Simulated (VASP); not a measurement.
Wanted: the native input for a VASP 6.6.1 run.

```yaml
Task: single point
Functional: PBE
Potentials_or_basis: VASP PAW PBE potentials, release 64 (B, N)
Cutoff: 520 eV
k_mesh: 6 × 6 × 6
Occupations: gaussian, width 0.05 eV
Spin: no spin polarisation
Dipole_correction: no
Further_INCAR_settings: ALGO = Normal; EDIFF = 1e-06; NBANDS = 26
```

The structure of BN lies in POSCAR:

```
BN
1.0
    3.7308504497      0.0475881217     -0.0500430582
   -0.0475881217     -3.4911382997     -0.1058250179
    0.0500430582     -0.1058250179     -3.8077774649
B N
4 4
Direct
   -0.0275994757      0.0397318246      0.0411569298
    0.4150553612      0.4965793342      0.0527066065
    0.4916823158      0.0058200236      0.4386477736
    0.0999237951      0.4800730296      0.5531587388
    0.7481799877      0.7775477286      0.7211283283
    0.1976179521      0.1955606666      0.7612737419
    0.2814524278      0.7376465565      0.2097750717
    0.7936876359      0.2670408364      0.2221528094
```

This cell differs from its parent crystal: atoms moved at random and the cell strained at random.

One way to write it, as run:

INCAR

```
SYSTEM = BN
ALGO = Normal
EDIFF = 1E-6
ENCUT = 520
GGA = PE
ISIF = 2
ISMEAR = 0
LASPH = .TRUE.
LCHARG = .FALSE.
LREAL = .FALSE.
LWAVE = .FALSE.
NBANDS = 26
NELM = 80
PREC = Accurate
SIGMA = 0.05
```

KPOINTS

```
k-points
0
G
  6 6 6
  0 0 0
```

Potentials or basis: VASP PAW PBE potentials, release 64 (B, N).

The run is started by

```console
$ cat potpaw_PBE.64/B/POTCAR potpaw_PBE.64/N/POTCAR > POTCAR
$ mpirun -np 1 vasp_std > vasp.out
```

Results of the run:

The pressure is 40.7 GPa. The largest force is 22.469 eV/Å. The band gap on the k mesh is zero (bands 16 and 17 overlap by 0.07 eV).

Caveat: the cell differs from its parent crystal (atoms moved at random and the cell strained at random); the stress differs along the axes, from 10 to 87 GPa; semilocal functionals underestimate gaps, and a narrow one can read as zero; forces of over 1 eV/Å act on the atoms, so gaps and moduli don't describe the material at rest.

It took 3.9 min on 1 thread of Intel Xeon 8259CL, on a shared host, peak memory 0.22 GiB.
